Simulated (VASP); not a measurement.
# TaN (P-6m2) in VASP: a series of runs

Aim: see how the results for TaN move with the level of theory and the settings. Levels: PBEsol, B3LYP, PBEsol+U. Tasks: single point.

All numbers are computed with VASP 6.6.1; they aren't measurements. Logs are shortened: lines on timing, memory, paths and dates and some standing lists are left out, and cuts for length are marked.

### 1 The cell of the first run

The structure is hexagonal, space group P-6m2 (No. 187). Conventional cell: a = 2.820 Å, b = 2.820 Å, c = 2.883 Å, α = 90.00°, β = 90.00°, γ = 120.00°. Within 2.9 Å of Ta (site symmetry -6m2) lie 6 N at 2.17 Å and 8 Ta at 2.82 to 2.88 Å. Within 2.9 Å of N (site symmetry -6m2) lie 6 Ta at 2.17 Å and 8 N at 2.82 to 2.88 Å.

### 2 Single point, PBEsol

File INCAR:

```
PREC = Accurate ; ENCUT = 700
EDIFF = 1E-6 ; ISMEAR = -1
SIGMA = 0.05 ; LREAL = F
LASPH = T ; NELM = 120
ALGO = Normal ; ISIF = 2
LWAVE = F ; LCHARG = F
GGA = PS ; NBANDS = 16
GGA_COMPAT = F
```

File KPOINTS:

```
Automatic mesh
0
Gamma
  9 9 8
```

File POSCAR:

```
TaN
1.0
    2.8204800000      0.0000000000      0.0000000000
   -1.4102400000      2.4426073308      0.0000000000
    0.0000000000      0.0000000000      2.8830000000
Ta N
1 1
Direct
    0.0000000000      0.0000000000      0.5000000000
    0.6666666667      0.3333333333      0.0000000000
```

Potentials or basis: VASP PAW PBE potentials, release 64 (Ta_sv_GW, N).

Launch:

```bash
$ cat potpaw_PBE.64/Ta_sv_GW/POTCAR potpaw_PBE.64/N/POTCAR > POTCAR
$ mpirun -np 1 vasp_std > vasp.out
```

OUTCAR:

```text
PREC = Accurate
   ENCUT = 700
   EDIFF = 1E-6
   ISMEAR = -1
   LREAL = F
   LASPH = T
   NELM = 120
   ISIF = 2
   GGA = PS

 ion  position               nearest neighbor table
   1  0.000  0.000  0.500-   2 2.17   2 2.17   2 2.17   2 2.17   2 2.17   2 2.17
   2  0.667  0.333  0.000-   1 2.17   1 2.17   1 2.17   1 2.17   1 2.17   1 2.17

  LATTYP: Found a hexagonal cell.
 ALAT       =     2.8204800000
 C/A-ratio  =     1.0221664398

  Lattice vectors:

 A1 = (   2.8204800000,   0.0000000000,   0.0000000000)
 A2 = (  -1.4102400000,   2.4426073308,   0.0000000000)
 A3 = (   0.0000000000,   0.0000000000,   2.8830000000)

Analysis of symmetry for initial positions (statically):
=====================================================================
 Subroutine PRICEL returns:
 Original cell was already a primitive cell.

 Routine SETGRP: Setting up the symmetry group for a
 hexagonal supercell.

 Subroutine GETGRP returns: Found 12 space group operations
 (whereof 12 operations were pure point group operations)
 out of a pool of 24 trial point group operations.

The static configuration has the point symmetry D_3h.

Analysis of symmetry for dynamics (positions and initial velocities):
=====================================================================
 Subroutine PRICEL returns:
 Original cell was already a primitive cell.

 Routine SETGRP: Setting up the symmetry group for a
 hexagonal supercell.

 Subroutine GETGRP returns: Found 12 space group operations
 (whereof 12 operations were pure point group operations)
 out of a pool of 24 trial point group operations.

The dynamic configuration has the point symmetry D_3h.

 Subroutine INISYM returns: Found 12 space group operations
 (whereof 12 operations are pure point group operations),
 and found     1 'primitive' translations

----------------------------------------------------------------------------------------

                                     Primitive cell

  volume of cell :      19.8619

  direct lattice vectors                    reciprocal lattice vectors
     2.820480000  0.000000000  0.000000000     0.354549580  0.204699296  0.000000000
    -1.410240000  2.442607331  0.000000000     0.000000000  0.409398591  0.000000000
     0.000000000  0.000000000  2.883000000     0.000000000  0.000000000  0.346860909

  length of vectors
     2.820480000  2.820480000  2.883000000     0.409398591  0.409398591  0.346860909

  position of ions in fractional coordinates (direct lattice)
     0.000000000  0.000000000  0.500000000
     0.666666667  0.333333333  0.000000000

  ion indices of the primitive-cell ions
   primitive index   ion index
                 1           1
                 2           2

----------------------------------------------------------------------------------------

 KPOINTS: Automatic mesh

Automatic generation of k-mesh.
 Grid dimensions read from file:
 generate k-points for:    9    9    8

 Generating k-lattice:

  Cartesian coordinates                     Fractional coordinates (reciprocal lattice)
     0.039394398  0.022744366  0.000000000     0.111111111  0.000000000  0.000000000
     0.000000000  0.045488732  0.000000000     0.000000000  0.111111111  0.000000000
     0.000000000  0.000000000  0.043357614     0.000000000  0.000000000  0.125000000

  Length of vectors
     0.045488732  0.045488732  0.043357614

  Shift w.r.t. Gamma in fractional coordinates (k-lattice)
     0.000000000  0.000000000  0.000000000

 Subroutine IBZKPT returns following result:
 ===========================================

 Found     60 irreducible k-points:

 Following reciprocal coordinates:
            Coordinates               Weight
  0.000000  0.000000  0.000000      1.000000
  0.111111 -0.000000  0.000000      6.000000
  0.222222  0.000000  0.000000      6.000000
  0.333333 -0.000000  0.000000      6.000000
  0.444444  0.000000  0.000000      6.000000
  0.111111  0.111111  0.000000      6.000000
[... 16 lines left out ...]
  0.333333  0.222222  0.125000     24.000000
  0.333333  0.333333  0.125000      4.000000
 [... further k-points ...]
   k-points           NKPTS =     60   k-points in BZ     NKDIM =     60   number of bands    NBANDS=     16
   number of dos      NEDOS =    301   number of ions     NIONS =      2
   total plane-waves  NPLWV =  16128
   dimension x,y,z NGX =    24 NGY =   24 NGZ =   28
   dimension x,y,z NGXF=    48 NGYF=   48 NGZF=   56
   ions per type =               1   1
   NGX,Y,Z   is equivalent  to a cutoff of  14.15, 14.15, 16.15 a.u.
   NGXF,Y,Z  is equivalent  to a cutoff of  28.29, 28.29, 32.29 a.u.
 SYSTEM =  unknown system
   PREC   = accura    normal or accurate (medium, high low for compatibility)
   ISTART =      0    job   : 0-new  1-cont  2-samecut
   ICHARG =      2    charge: 1-file 2-atom 10-const
   ISPIN  =      1    spin polarized calculation?
   LNONCOLLINEAR =      F non collinear calculations
   LSORBIT =      F    spin-orbit coupling
   LASPH  =      T    aspherical Exc in radial PAW
   ENCUT  =  700.0 eV  51.45 Ry    7.17 a.u.   6.08  6.08  6.22*2*pi/ulx,y,z
   NELM   =    120;   NELMIN=  2; NELMDL= -5     # of ELM steps
   EDIFF  = 0.1E-05   stopping-criterion for ELM
   LREAL  =      F    real-space projection
[... 7 lines left out ...]
   TEBEG  =    0.0;   TEEND  =   0.0 temperature during run
   PSTRESS=    0.0 pullay stress
   NELECT =      18.0000    total number of electrons
   NUPDOWN=      -1.0000    fix difference up-down
   EMIN   =  10.00;   EMAX   =-10.00  energy-range for DOS
   EFERMI =   0.00;   METHOD = LEGACY
   ISMEAR =    -1;   SIGMA  =   0.05  broadening in eV -4-tet -1-fermi 0-gaus
   EFERMI_NEDOS =   21; number of points for ismear=-14 and -15
   IALGO  =     38    algorithm
   IMIX   =      4    mixing-type and parameters
     AMIX     =   0.40;   BMIX     =  1.00
     AMIX_MAG =   1.60;   BMIX_MAG =  1.00
  volume/ion in A,a.u.               =       9.93        67.02
  Fermi-wavevector in a.u.,A,eV,Ry     =   1.584256  2.993809 34.148793  2.509866
  Thomas-Fermi vector in A             =   2.683901
   LORBIT       =      0    0 simple, 1 ext, 2 COOP (PROOUT), +10 PAW based schemes
   GGA     = PS    functional components
   LHFCALC =     F    Hartree Fock is set to
   AEXX    =    0.0000 exact exchange contribution
   IVDW    =     0    specifies the selected vdW correction
   LEPSILON=     F    determine dielectric tensor
   LRPA    =     F    only Hartree local field effects (RPA)
 non-spin polarized calculation
  energy-cutoff  :      700.00
  volume of cell :       19.86
 maximum number of plane-waves:       849
   NGX = 13   NGY = 13   NGZ = 13

 number of electron      17.9999998 magnetization

 Free energy of the ion-electron system (eV)
  ---------------------------------------------------
  ext. energy  EPLUGINS =         0.00000000
  ---------------------------------------------------
  free energy    TOTEN  =       -26.18675974 eV

  energy without entropy =      -26.18625623  energy(sigma->0) =      -26.18650799

 E-fermi :  13.5996     XC(G=0): -14.3550

 val. band max:       13.5544385480   @ k =   0.0000   0.0000   0.3750
 cond. band min:      13.7516259184   @ k =   0.3333   0.3333   0.0000
 fundamental gap:      0.1971873705
 Fermi energy:        13.5995796173

 k-point     1 :       0.0000    0.0000    0.0000
  band No.  band energies     occupation
      1     -54.7885      2.00000
      2     -21.1571      2.00000
      3     -20.6647      2.00000
      4     -20.6647      2.00000
      5      -4.7858      2.00000
      6       8.7672      2.00000
[... 8 lines left out ...]
     15      26.9070      0.00000
     16      30.6701      0.00000

 k-point     2 :       0.1111   -0.0000    0.0000
  band No.  band energies     occupation
      1     -54.7734      2.00000
      2     -21.1307      2.00000
      3     -20.8607      2.00000
      4     -20.7057      2.00000
      5      -4.4852      2.00000
      6       8.1371      2.00000
[... 8 lines left out ...]
     15      26.9490      0.00000
     16      31.2421      0.00000

 k-point     3 :       0.2222    0.0000    0.0000
  band No.  band energies     occupation
      1     -54.7351      2.00000
      2     -21.3322      2.00000
      3     -21.0633      2.00000
      4     -20.8080      2.00000
      5      -3.7161      2.00000
      6       6.7589      2.00000
[... 8 lines left out ...]
     15      27.1278      0.00000
     16      30.8972      0.00000

 k-point     4 :       0.3333   -0.0000    0.0000
  band No.  band energies     occupation
      1     -54.6912      2.00000
      2     -21.8317      2.00000
      3     -20.9854      2.00000
      4     -20.9215      2.00000
      5      -2.7988      2.00000
      6       5.5612      2.00000
[... 8 lines left out ...]
     15      27.8367      0.00000
     16      31.1573      0.00000

 k-point     5 :       0.4444    0.0000    0.0000
  band No.  band energies     occupation
      1     -54.6624      2.00000
      2     -22.1399      2.00000
      3     -20.9942      2.00000
      4     -20.9340      2.00000
      5      -2.1484      2.00000
      6       4.8810      2.00000
[... 8 lines left out ...]
     15      26.5538      0.00000
     16      30.3474      0.00000

 k-point     6 :       0.1111    0.1111    0.0000
  band No.  band energies     occupation
      1     -54.7467      2.00000
      2     -21.1760      2.00000
      3     -21.0838      2.00000
      4     -20.7956      2.00000
      5      -3.9490      2.00000
      6       7.1803      2.00000
[... 8 lines left out ...]
     15      27.0532      0.00000
     16      30.8525      0.00000
[... 267 lines left out ...]
 k-point    21 :       0.4444    0.1111    0.1250
  band No.  band energies     occupation
      1     -54.6475      2.00000
      2     -22.0988      2.00000
      3     -21.1089      2.00000
      4     -21.0505      2.00000
      5      -2.0002      2.00000
      6       4.9350      2.00000
[... 8 lines left out ...]
     15      26.1991      0.00000
     16      30.2062      0.00000

 k-point    22 :       0.2222    0.2222    0.1250
  band No.  band energies     occupation
      1     -54.6645      2.00000
      2     -21.8283      2.00000
      3     -21.1699      2.00000
      4     -21.0849      2.00000
      5      -2.3109      2.00000
      6       5.8199      2.00000
[... 8 lines left out ...]
     15      27.3432      0.00000
     16      30.0531      0.00000

 k-point    23 :       0.3333    0.2222    0.1250
  band No.  band energies     occupation
      1     -54.6425      2.00000
      2     -21.9356      2.00000
      3     -21.3655      2.00000
      4     -21.0410      2.00000
      5      -1.8691      2.00000
      6       5.5935      2.00000
[... 8 lines left out ...]
     15      26.9642      0.00000
     16      29.9821      0.00000

 k-point    24 :       0.3333    0.3333    0.1250
  band No.  band energies     occupation
      1     -54.6348      2.00000
      2     -21.7778      2.00000
      3     -21.6379      2.00000
      4     -21.0258      2.00000
      5      -1.7000      2.00000
      6       6.0956      2.00000
[... 8 lines left out ...]
     15      28.7585      0.00000
     16      30.0034      0.00000

 [... further k-points ...]
[... 5 lines left out ...]
  --------------------------------------------------------------------------------------
  -------------------------------------------------------------------------------------
  Total        4.5101119      4.5101119      1.2694783      0.0000000     -0.0000000      0.0000000
  in kB      363.8116257    363.8116257    102.4034354      0.0000000     -0.0000000      0.0000000
  external PRESSURE =     276.6755623 kB  Pullay stress =       0.0000000 kB

 VOLUME and BASIS-vectors are now :
 -----------------------------------------------------------------------------
  energy-cutoff  :      700.00
  volume of cell :       19.86
      direct lattice vectors                 reciprocal lattice vectors
     2.820480000  0.000000000  0.000000000     0.354549580  0.204699296  0.000000000
    -1.410240000  2.442607331  0.000000000     0.000000000  0.409398591  0.000000000
     0.000000000  0.000000000  2.883000000     0.000000000  0.000000000  0.346860909

 POSITION                                       TOTAL-FORCE (eV/Angst)
 -----------------------------------------------------------------------------------
      0.00000      0.00000      1.44150        -0.000000      0.000000      0.000000
      1.41024      0.81420      0.00000         0.000000      0.000000      0.000000
 -----------------------------------------------------------------------------------
    total drift:                               -0.000000      0.000000      0.000000

  FREE ENERGIE OF THE ION-ELECTRON SYSTEM (eV)
  ---------------------------------------------------
  free  energy   TOTEN  =       -26.1867597434 eV

  energy  without entropy=      -26.1862562321  energy(sigma->0) =      -26.18650799
```

Wall time 19 s (1 thread of Intel Xeon Platinum 8259CL at 2.50GHz (Skylake/Cascade Lake), shared host); peak memory 0.17 GiB.

What came out:

- Free energy: -26.1868 eV
- Pressure: 27.7 GPa
- Band gap on the k mesh: zero (bands 9 and 10 overlap by 0.43 eV)

Stress tensor (GPa, compression positive):
```
36.38  0.00  0.00
 0.00 36.38  0.00
 0.00  0.00 10.24
```

Levels at points of the mesh, in eV from the Fermi level:
```
           k point  band 6  band 7  band 8  band 9  band 10  band 11  band 12  band 13
(0.00, 0.00, 0.00)   -4.83   -4.68   -4.68   -3.33     3.10     3.63     3.63     4.31
(0.00, 0.00, 0.50)   -9.98   -3.76   -3.76   -0.27    -0.27     1.92     3.75     3.75
```

Caveat: the stress differs along the axes, from 10 to 36 GPa; the PAW data sets were made with another functional, which shifts forces and pressure a little; spin-orbit coupling is left out, which moves the levels of the heavy elements.

### 3 Single point, B3LYP

This run uses another cell than the first one, of 10.13 Å³/atom.

File POSCAR:

```
TaN
1.0
    2.8780239874      0.0000000000      0.0000000000
   -1.4390119937      2.4924418858      0.0000000000
    0.0000000000      0.0000000000      2.8241467514
Ta N
1 1
Direct
    0.0000000000      0.0000000000      0.5000000000
    0.6666666667      0.3333333333      0.0000000000
```

File INCAR.step1:

```
  PREC = Accurate
  ENCUT = 520
  EDIFF = 1E-5
  ISMEAR = -1
  SIGMA = 0.05
  LREAL = False
  LASPH = True
  NELM = 100
  ALGO = Normal
  ISIF = 2
  LWAVE = True
  LCHARG = False
  GGA = PE
  NBANDS = 15
```

File INCAR.step2:

```
  PREC = Accurate
  ENCUT = 520
  EDIFF = 1E-6
  ISMEAR = -1
  SIGMA = 0.05
  LREAL = False
  LASPH = True
  NELM = 100
  ALGO = Normal
  ISIF = 2
  LWAVE = False
  LCHARG = False
  GGA = B3
  LHFCALC = True
  AEXX = 0.2
  AGGAX = 0.72
  AGGAC = 0.81
  ALDAC = 0.19
  PRECFOCK = Normal
  ISTART = 1
  NBANDS = 15
```

File KPOINTS:

```
Automatic mesh
0
Gamma
  5 5 5
```

Potentials or basis: VASP PAW PBE potentials, release 64 (Ta_pv, N).

Launch:

```bash
$ cat potpaw_PBE.64/Ta_pv/POTCAR potpaw_PBE.64/N/POTCAR > POTCAR
$ cp INCAR.step1 INCAR
$ mpirun -np 1 vasp_std > vasp.out
$ cp INCAR.step2 INCAR
$ mpirun -np 1 vasp_std > vasp.out
```

It took 25 min on 1 thread of Intel Xeon 8259CL, shared host; peak memory 0.16 GiB.

The run converged. Its results:

| Property | Result |
| --- | --- |
| Free energy | -25.1394 eV |
| Pressure | 34.6 GPa |
| Band gap on the k mesh | zero (filled and empty bands touch) |

Stress tensor (GPa, compression positive):
```
33.54  0.00  0.00
 0.00 33.54  0.00
 0.00  0.00 36.87
```

Levels at points of the mesh, in eV from the Fermi level:
| k point | band 4 | band 5 | band 6 | band 7 | band 8 | band 9 | band 10 | band 11 | band 12 | band 13 |
| --- | --- | --- | --- | --- | --- | --- | --- | --- | --- | --- |
| (0.00, 0.00, 0.00) | -20.42 | -5.98 | -5.98 | -5.49 | -4.00 | 3.54 | 4.55 | 4.55 | 5.12 | 5.12 |

Caveat: the k points lie up to 0.50 Å⁻¹ apart; the PAW data sets were made with another functional, which shifts forces and pressure a little; spin-orbit coupling is left out, which moves the levels of the heavy elements.

(Part 1 of 2 ends here.)

The gap in the log of VASP goes by the Fermi energy; the results here count the filled bands.